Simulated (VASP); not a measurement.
# WF (F-43m) in VASP: a series of runs, part 2 of 2

VASP 6.6.1. The steps go on from the part before.

## Step 3: Single point, PBE

This run uses another cell than the first one, of 14.87 Å³/atom.

Input file INCAR:

```
SYSTEM = WF
ALGO = Normal ; EDIFF = 1E-7
ENCUT = 520 ; GGA = PE
ISIF = 2 ; ISMEAR = 0
LASPH = .True. ; LCHARG = .False.
LREAL = .False. ; LWAVE = .False.
NBANDS = 18 ; NELM = 100
PREC = Accurate ; SIGMA = 0.1
```

Input file KPOINTS:

```
k-points
0
Gamma
  6 6 6
  0 0 0
```

Input file POSCAR:

```
WF
1.0
    0.0000000000      2.4590549219      2.4590549219
    2.4590549219      0.0000000000      2.4590549219
    2.4590549219      2.4590549219      0.0000000000
W F
1 1
Direct
    0.0000000000      0.0000000000      0.0000000000
    0.7500000000      0.7500000000      0.7500000000
```

Potentials or basis: VASP PAW PBE potentials, release 64 (W_sv, F).

On the command line:

```console
$ cat potpaw_PBE.64/W_sv/POTCAR potpaw_PBE.64/F/POTCAR > POTCAR
$ mpirun -np 1 vasp_std > vasp.out
```

OUTCAR:

```text
SYSTEM = WF
   EDIFF = 1E-7
   ENCUT = 520
   GGA = PE
   ISIF = 2
   ISMEAR = 0
   LASPH = .True.
   LREAL = .False.
   NELM = 100
   PREC = Accurate

 ion  position               nearest neighbor table
   1  0.000  0.000  0.000-   2 2.13   2 2.13   2 2.13   2 2.13
   2  0.750  0.750  0.750-   1 2.13   1 2.13   1 2.13   1 2.13

  LATTYP: Found a face centered cubic cell.
 ALAT       =     4.9181098438

  Lattice vectors:

 A1 = (   0.0000000000,   2.4590549219,   2.4590549219)
 A2 = (   2.4590549219,   0.0000000000,   2.4590549219)
 A3 = (   2.4590549219,   2.4590549219,   0.0000000000)

Analysis of symmetry for initial positions (statically):
=====================================================================
 Subroutine PRICEL returns:
 Original cell was already a primitive cell.

 Routine SETGRP: Setting up the symmetry group for a
 face centered cubic supercell.

 Subroutine GETGRP returns: Found 24 space group operations
 (whereof 24 operations were pure point group operations)
 out of a pool of 48 trial point group operations.

The static configuration has the point symmetry T_d .

Analysis of symmetry for dynamics (positions and initial velocities):
=====================================================================
 Subroutine PRICEL returns:
 Original cell was already a primitive cell.

 Routine SETGRP: Setting up the symmetry group for a
 face centered cubic supercell.

 Subroutine GETGRP returns: Found 24 space group operations
 (whereof 24 operations were pure point group operations)
 out of a pool of 48 trial point group operations.

The dynamic configuration has the point symmetry T_d .

 Subroutine INISYM returns: Found 24 space group operations
 (whereof 24 operations are pure point group operations),
 and found     1 'primitive' translations

----------------------------------------------------------------------------------------

                                     Primitive cell

  volume of cell :      29.7396

  direct lattice vectors                    reciprocal lattice vectors
     0.000000000  2.459054922  2.459054922    -0.203330148  0.203330148  0.203330148
     2.459054922  0.000000000  2.459054922     0.203330148 -0.203330148  0.203330148
     2.459054922  2.459054922  0.000000000     0.203330148  0.203330148 -0.203330148

  length of vectors
     3.477628821  3.477628821  3.477628821     0.352178146  0.352178146  0.352178146

  position of ions in fractional coordinates (direct lattice)
     0.000000000  0.000000000  0.000000000
     0.750000000  0.750000000  0.750000000

  ion indices of the primitive-cell ions
   primitive index   ion index
                 1           1
                 2           2

----------------------------------------------------------------------------------------

 KPOINTS: k-points

Automatic generation of k-mesh.
 Grid dimensions read from file:
 generate k-points for:    6    6    6

 Generating k-lattice:

  Cartesian coordinates                     Fractional coordinates (reciprocal lattice)
    -0.033888358  0.033888358  0.033888358     0.166666667  0.000000000  0.000000000
     0.033888358 -0.033888358  0.033888358     0.000000000  0.166666667  0.000000000
     0.033888358  0.033888358 -0.033888358     0.000000000  0.000000000  0.166666667

  Length of vectors
     0.058696358  0.058696358  0.058696358

  Shift w.r.t. Gamma in fractional coordinates (k-lattice)
     0.000000000  0.000000000  0.000000000

 Subroutine IBZKPT returns following result:
 ===========================================

 Found     16 irreducible k-points:

 Following reciprocal coordinates:
            Coordinates               Weight
  0.000000  0.000000  0.000000      1.000000
  0.166667  0.000000  0.000000      8.000000
  0.333333  0.000000  0.000000      8.000000
  0.500000  0.000000  0.000000      4.000000
  0.166667  0.166667  0.000000      6.000000
  0.333333  0.166667  0.000000     24.000000
[... 8 lines left out ...]
 -0.333333  0.333333  0.166667     24.000000
 -0.333333  0.500000  0.166667     12.000000
   k-points           NKPTS =     16   k-points in BZ     NKDIM =     16   number of bands    NBANDS=     18
   number of dos      NEDOS =    301   number of ions     NIONS =      2
   total plane-waves  NPLWV =  21952
   dimension x,y,z NGX =    28 NGY =   28 NGZ =   28
   dimension x,y,z NGXF=    56 NGYF=   56 NGZF=   56
   ions per type =               1   1
   NGX,Y,Z   is equivalent  to a cutoff of  13.39, 13.39, 13.39 a.u.
   NGXF,Y,Z  is equivalent  to a cutoff of  26.77, 26.77, 26.77 a.u.
 SYSTEM =  WF
   PREC   = accura    normal or accurate (medium, high low for compatibility)
   ISTART =      0    job   : 0-new  1-cont  2-samecut
   ICHARG =      2    charge: 1-file 2-atom 10-const
   ISPIN  =      1    spin polarized calculation?
   LNONCOLLINEAR =      F non collinear calculations
   LSORBIT =      F    spin-orbit coupling
   LASPH  =      T    aspherical Exc in radial PAW
   ENCUT  =  520.0 eV  38.22 Ry    6.18 a.u.   6.47  6.47  6.47*2*pi/ulx,y,z
   NELM   =    100;   NELMIN=  2; NELMDL= -5     # of ELM steps
   EDIFF  = 0.1E-06   stopping-criterion for ELM
   LREAL  =      F    real-space projection
   EDIFFG = 0.1E-05   stopping-criterion for IOM
   NSW    =      0    number of steps for IOM
   IBRION =     -1    ionic relax: 0-MD 1-quasi-New 2-CG
   NFREE  =      0    steps in history (QN), initial steepest desc. (CG)
   ISIF   =      2    stress and relaxation
   ISYM   =      2    0-nonsym 1-usesym 2-fastsym
   POTIM  = 0.5000    time-step for ionic-motion
   TEBEG  =    0.0;   TEEND  =   0.0 temperature during run
   PSTRESS=    0.0 pullay stress
   NELECT =      21.0000    total number of electrons
   NUPDOWN=      -1.0000    fix difference up-down
   EMIN   =  10.00;   EMAX   =-10.00  energy-range for DOS
   EFERMI =   0.00;   METHOD = LEGACY
   ISMEAR =     0;   SIGMA  =   0.10  broadening in eV -4-tet -1-fermi 0-gaus
   EFERMI_NEDOS =   21; number of points for ismear=-14 and -15
   IALGO  =     38    algorithm
   IMIX   =      4    mixing-type and parameters
     AMIX     =   0.40;   BMIX     =  1.00
     AMIX_MAG =   1.60;   BMIX_MAG =  1.00
  volume/ion in A,a.u.               =      14.87       100.35
  Fermi-wavevector in a.u.,A,eV,Ry     =   1.457817  2.754875 28.915518  2.125231
  Thomas-Fermi vector in A             =   2.574574
   LORBIT       =      0    0 simple, 1 ext, 2 COOP (PROOUT), +10 PAW based schemes
   GGA     = PE    functional components
   LHFCALC =     F    Hartree Fock is set to
   AEXX    =    0.0000 exact exchange contribution
   IVDW    =     0    specifies the selected vdW correction
   LEPSILON=     F    determine dielectric tensor
   LRPA    =     F    only Hartree local field effects (RPA)
 non-spin polarized calculation
 Gauss-broadening in eV      SIGMA  =   0.10
  energy-cutoff  :      520.00
  volume of cell :       29.74
 maximum number of plane-waves:       821
 NGX is ok and might be reduce to    28
   NGX = 13   NGY = 13   NGZ = 13

 number of electron      21.0000010 magnetization

 Free energy of the ion-electron system (eV)
  ---------------------------------------------------
  ext. energy  EPLUGINS =         0.00000000
  ---------------------------------------------------
  free energy    TOTEN  =       -12.92651490 eV

  energy without entropy =      -12.91284905  energy(sigma->0) =      -12.91968197

 E-fermi :   7.4705     XC(G=0): -11.6170

 val. band max:        7.4381566267   @ k =   0.1667   0.1667   0.0000
 cond. band min:       7.4946019471   @ k =  -0.3333   0.3333   0.1667
 fundamental gap:      0.0564453204
 Fermi energy:         7.4705246812

 k-point     1 :       0.0000    0.0000    0.0000
  band No.  band energies     occupation
      1     -67.7546      2.00000
      2     -31.8604      2.00000
      3     -31.8604      2.00000
      4     -31.8604      2.00000
      5     -20.6074      2.00000
      6      -2.6785      2.00000
[... 10 lines left out ...]
     17      19.6652      0.00000
     18      21.9246      0.00000
[... 295 lines left out ...]
 k-point    16 :      -0.3333    0.5000    0.1667
  band No.  band energies     occupation
      1     -67.7452      2.00000
      2     -32.0757      2.00000
      3     -31.9530      2.00000
      4     -31.9272      2.00000
      5     -20.2277      2.00000
      6      -2.8614      2.00000
[... 10 lines left out ...]
     17      16.3102      0.00000
     18      22.5978      0.00000

------------------------ aborting loop because EDIFF is reached ----------------------------------------

  FORCE on cell =-STRESS in cart. coord.  units (eV):
  Direction    XX          YY          ZZ          XY          YZ          ZX
  --------------------------------------------------------------------------------------
  -------------------------------------------------------------------------------------
  Total       -0.9598085     -0.9598085     -0.9598085      0.0000000      0.0000000     -0.0000000
  in kB      -51.7083292    -51.7083292    -51.7083292      0.0000000      0.0000000     -0.0000000
  external PRESSURE =     -51.7083292 kB  Pullay stress =       0.0000000 kB

 VOLUME and BASIS-vectors are now :
 -----------------------------------------------------------------------------
  energy-cutoff  :      520.00
  volume of cell :       29.74
      direct lattice vectors                 reciprocal lattice vectors
     0.000000000  2.459054922  2.459054922    -0.203330148  0.203330148  0.203330148
     2.459054922  0.000000000  2.459054922     0.203330148 -0.203330148  0.203330148
     2.459054922  2.459054922  0.000000000     0.203330148  0.203330148 -0.203330148

 POSITION                                       TOTAL-FORCE (eV/Angst)
 -----------------------------------------------------------------------------------
      0.00000      0.00000      0.00000         0.000000      0.000000     -0.000000
      3.68858      3.68858      3.68858        -0.000000     -0.000000      0.000000
 -----------------------------------------------------------------------------------
    total drift:                               -0.000001     -0.000001     -0.000001

  FREE ENERGIE OF THE ION-ELECTRON SYSTEM (eV)
  ---------------------------------------------------
  free  energy   TOTEN  =       -12.9265149001 eV

  energy  without entropy=      -12.9128490486  energy(sigma->0) =      -12.91968197
```

It took 17 s on 1 thread of Intel Xeon 8259CL, shared host; peak memory 0.16 GiB.

Results:

| Quantity | Value |
| --- | --- |
| Free energy | -12.9265 eV |
| Pressure | -5.2 GPa |
| Band gap on the k mesh | zero (an odd number of electrons rules out a gap without spin polarisation) |

Levels at points of the mesh, in eV from the Fermi level:
| k point | band 8 | band 9 | band 10 | band 11 | band 12 | band 13 | band 14 | band 15 |
| --- | --- | --- | --- | --- | --- | --- | --- | --- |
| (0.00, 0.00, 0.00) | -10.15 | -4.27 | -0.29 | -0.29 | 1.59 | 1.59 | 1.59 | 12.19 |
| (0.50, 0.00, 0.00) | -9.85 | -1.73 | -0.30 | -0.30 | 1.48 | 1.48 | 1.92 | 4.63 |
| (0.50, 0.50, 0.00) | -9.44 | -2.41 | -1.52 | 0.87 | 1.54 | 1.54 | 5.16 | 5.71 |

Caveat: the k points lie up to 0.37 Å⁻¹ apart, too coarse for converged energies and pressures of a metal; spin-orbit coupling is left out, which moves the levels of the heavy elements; an odd number of electrons without spin polarisation forces a metal; a magnetic or distorted state may lie lower.

## Step 4: Relaxation of cell and atoms, PBE

This run uses another cell than the first one, of 14.87 Å³/atom.

Input file INCAR:

```
PREC     = Accurate       # precision mode
ENCUT    = 600            # plane-wave cutoff, eV
EDIFF    = 1E-6           # SCF threshold, eV
ISMEAR   = 0              # smearing method
SIGMA    = 0.1            # smearing width, eV
LREAL    = False          # projectors in reciprocal space
LASPH    = True           # aspherical terms in the spheres
NELM     = 100            # most SCF steps
ALGO     = Normal         # electronic algorithm
ISIF     = 3              # what is computed and relaxed
LWAVE    = False          # write WAVECAR
LCHARG   = False          # write CHGCAR
GGA      = PE             # functional
IBRION   = 2              # ionic algorithm
NSW      = 90             # ionic steps
EDIFFG   = -0.04          # ionic threshold
```

Input file KPOINTS:

```
Automatic mesh
0
Gamma
  6 6 6
```

POSCAR is that of step 3.

On the command line:

```console
$ cat potpaw_PBE.64/W_sv/POTCAR potpaw_PBE.64/F/POTCAR > POTCAR
$ mpirun -np 1 vasp_std > vasp.out
```

It took 34 s on 1 thread of Intel Xeon 8259CL, shared host; peak memory 0.16 GiB.

It converged, with:

| Item | Value |
| --- | --- |
| Free energy | -12.9467 eV |
| Relaxed volume | 14.35 Å³/atom |
| Relaxed cell | a = 3.436 Å, b = 3.436 Å, c = 3.436 Å, α = 60.00°, β = 60.00°, γ = 60.00° |
| Space group after relaxing (to 0.1 Å) | F-43m (No. 216) |
| Energy gained by relaxing | 8.8 meV/atom |
| Ionic steps | 3 |
| Pressure after relaxing | -0.1 GPa |
| Band gap on the k mesh | zero (an odd number of electrons rules out a gap without spin polarisation) |

The path:
| step | energy change (eV) | largest force (eV/Å) | pressure (GPa) | volume (Å³) |
| --- | --- | --- | --- | --- |
| 1 | 0.0000 | 0.0000 | -5.21 | 29.74 |
| 2 | 0.0002 | 0.0000 | 6.02 | 27.71 |
| 3 | -0.0177 | 0.0000 | -0.08 | 28.70 |

Final structure:
```
W F
1.0
     0.00000    2.42995    2.42995
     2.42995    0.00000    2.42995
     2.42995    2.42995    0.00000
W F
1 1
Cartesian
  0.0000 0.0000 0.0000
  3.6449 3.6449 3.6449
```

Levels at points of the mesh, in eV from the Fermi level:
```
           k point  band 8  band 9  band 10  band 11  band 12  band 13  band 14
(0.00, 0.00, 0.00)  -10.47   -4.35    -0.32    -0.32     1.69     1.69     1.69
(0.50, 0.00, 0.00)  -10.15   -1.80    -0.32    -0.32     1.56     1.56     1.96
(0.50, 0.50, 0.00)   -9.69   -2.54    -1.60     0.92     1.62     1.62     5.40
```

Caveat: the k points lie up to 0.37 Å⁻¹ apart in the final cell, too coarse for converged energies and pressures of a metal; spin-orbit coupling is left out, which moves the levels of the heavy elements; an odd number of electrons without spin polarisation forces a metal; a magnetic or distorted state may lie lower.

## Step 5: Single point, PBE

Input file INCAR:

```
  PREC = Accurate
  ENCUT = 520
  EDIFF = 1E-6
  ISMEAR = 0
  SIGMA = 0.1
  LREAL = F
  LASPH = T
  NELM = 60
  ALGO = Normal
  ISIF = 2
  LWAVE = F
  LCHARG = F
  GGA = PE
  NBANDS = 18
```

Input file KPOINTS:

```
regular mesh
0
Gamma
  20 20 20
```

Input file POSCAR:

```
WF
1.0
    0.0000000000      2.4241945419      2.4241945419
    2.4241945419      0.0000000000      2.4241945419
    2.4241945419      2.4241945419      0.0000000000
W F
1 1
Direct
    0.0000000000      0.0000000000      0.0000000000
    0.2500000000      0.2500000000      0.2500000000
```

On the command line:

```console
$ cat potpaw_PBE.64/W_sv/POTCAR potpaw_PBE.64/F/POTCAR > POTCAR
$ mpirun -np 1 vasp_std > vasp.out
```

Wall time 3.3 min (1 thread of Intel Xeon 8259CL, shared host); peak memory 0.26 GiB.

Results (log left out):

- Free energy: -12.9384 eV
- Pressure: 1.2 GPa
- Band gap on the k mesh: zero (an odd number of electrons rules out a gap without spin polarisation)

Levels at points of the mesh, in eV from the Fermi level:
| k point | band 9 | band 10 | band 11 | band 12 | band 13 | band 14 |
| --- | --- | --- | --- | --- | --- | --- |
| (0.00, 0.00, 0.00) | -4.31 | -0.27 | -0.27 | 1.76 | 1.76 | 1.76 |
| (0.50, 0.00, 0.00) | -1.76 | -0.27 | -0.27 | 1.64 | 1.64 | 2.02 |
| (0.50, 0.50, 0.00) | -2.51 | -1.56 | 0.99 | 1.69 | 1.69 | 5.51 |

Caveat: spin-orbit coupling is left out, which moves the levels of the heavy elements; an odd number of electrons without spin polarisation forces a metal; a magnetic or distorted state may lie lower.

## Step 6: Relaxation of cell and atoms, PBE

Input file INCAR:

```
ALGO = Normal
EDIFF = 1E-7
EDIFFG = -0.01
ENCUT = 600
GGA = PE
IBRION = 2
ISIF = 3
ISMEAR = 0
LASPH = True
LCHARG = False
LREAL = False
LWAVE = False
NELM = 100
NSW = 100
PREC = Accurate
SIGMA = 0.1
```

Input file KPOINTS:

```
k-points
0
Gamma
  20 20 20
```

Input file POSCAR:

```
WF
1.0
    0.0000000000      2.4250388642      2.4250388642
    2.4250388642      0.0000000000      2.4250388642
    2.4250388642      2.4250388642      0.0000000000
W F
1 1
Direct
    0.0000000000      0.0000000000      0.0000000000
    0.2500000000      0.2500000000      0.2500000000
```

Potentials or basis: VASP PAW PBE potentials, release 64 (W_sv, F).

On the command line:

```console
$ cat potpaw_PBE.64/W_sv/POTCAR potpaw_PBE.64/F/POTCAR > POTCAR
$ mpirun -np 1 vasp_std > vasp.out
```

Run time: 6.3 min. Hardware: 1 thread of Intel Xeon 8259CL, shared host; peak memory 0.27 GiB.

Results (log left out):

```
Free energy                           : -12.9418 eV
Relaxed volume                        : 14.35 Å³/atom
Relaxed cell                          : a = 3.437 Å, b = 3.437 Å, c = 3.437 Å, α = 60.00°, β = 60.00°, γ = 60.00°
Space group after relaxing (to 0.1 Å) : F-43m (No. 216)
Energy gained by relaxing             : 0.3 meV/atom
Ionic steps                           : 3
Pressure after relaxing               : 0.0 GPa
Band gap on the k mesh                : zero (an odd number of electrons rules out a gap without spin polarisation)
```

The path:
```tsv
step	energy change (eV)	largest force (eV/Å)	pressure (GPa)	volume (Å³)
1	0.0000	0.0000	0.98	28.52
2	0.0001	0.0000	-1.03	28.88
3	-0.0005	0.0000	0.01	28.70
```

Final structure:
```
CELL_PARAMETERS angstrom
0.00000 2.42997 2.42997
2.42997 0.00000 2.42997
2.42997 2.42997 0.00000
ATOMIC_POSITIONS crystal
W 0.00000 0.00000 0.00000
F 0.25000 0.25000 0.25000
```

Levels at points of the mesh, in eV from the Fermi level:
| k point | band 9 | band 10 | band 11 | band 12 | band 13 | band 14 |
| --- | --- | --- | --- | --- | --- | --- |
| (0.00, 0.00, 0.00) | -4.30 | -0.26 | -0.26 | 1.74 | 1.74 | 1.74 |
| (0.50, 0.00, 0.00) | -1.74 | -0.27 | -0.27 | 1.62 | 1.62 | 2.01 |
| (0.50, 0.50, 0.00) | -2.49 | -1.55 | 0.98 | 1.67 | 1.67 | 5.45 |

Caveat: spin-orbit coupling is left out, which moves the levels of the heavy elements; an odd number of electrons without spin polarisation forces a metal; a magnetic or distorted state may lie lower.

## Step 7: Overview

```tsv
task	cell	k mesh	cutoff (eV)	gap on the mesh (eV)	pressure (GPa)	relaxed volume (Å³/atom)
single point	a = 3.430 Å, angles 60.0°, 2 atoms	6 × 6 × 6	520	none	1.0	-
single point	a = 3.478 Å, angles 60.0°, 2 atoms	6 × 6 × 6	520	none	-5.2	-
relaxation of cell and atoms	relaxed from a = 3.478 Å, angles 60.0°, 2 atoms	6 × 6 × 6	600	none	-0.1	14.35
single point	a = 3.428 Å, angles 60.0°, 2 atoms	20 × 20 × 20	520	none	1.2	-
relaxation of cell and atoms	relaxed from a = 3.430 Å, angles 60.0°, 2 atoms	20 × 20 × 20	600	none	0.0	14.35
```

Alike in all rows: level PBE; potentials or basis VASP PAW PBE potentials, release 64 (W_sv, F); no spin polarisation; smearing gaussian 0.1 eV.

Caveats: some runs use coarse meshes; spin-orbit coupling is left out, which moves the levels of the heavy elements; an odd number of electrons without spin polarisation forces a metal; a magnetic or distorted state may lie lower.

Total energies depend on the potentials used, so only differences within one code and one set of settings carry meaning.
